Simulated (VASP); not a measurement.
# BeTe: single point with PBE

Crystal: BeTe.

```
CELL_PARAMETERS angstrom
0.00000 2.83180 2.83180
2.83180 0.00000 2.83180
2.83180 2.83180 0.00000
ATOMIC_POSITIONS crystal
Be 0.00000 0.00000 0.00000
Te 0.25000 0.25000 0.25000
```

- Program: VASP 6.6.1
- Task: single point
- Functional: PBE
- Potentials or basis: VASP PAW PBE potentials, release 64 (Be, Te)
- Cutoff: 520 eV
- k mesh: 13 × 13 × 13
- Occupations: fermi-dirac, width 0.05 eV
- Spin: no spin polarisation

```yaml
Pressure: 0.1 GPa
Band_gap_on_the_k_mesh: 2.03 eV (least direct gap 3.62 eV)
```

Levels at points of the mesh, in eV from the valence-band top:
| k point | band 1 | band 2 | band 3 | band 4 | band 5 | band 6 | band 7 | band 8 | band 9 |
| --- | --- | --- | --- | --- | --- | --- | --- | --- | --- |
| (0.00, 0.00, 0.00) | -12.19 | 0.00 | 0.00 | 0.00 | 3.62 | 3.62 | 3.62 | 3.70 | 8.29 |

It took 64 s on 1 thread of Intel Xeon 8259CL (shared host), peak memory 0.2 GiB.

Caveat: spin-orbit coupling is left out, which moves the levels of the heavy elements; an odd mesh through Γ misses points on the zone boundary, where band edges can lie.
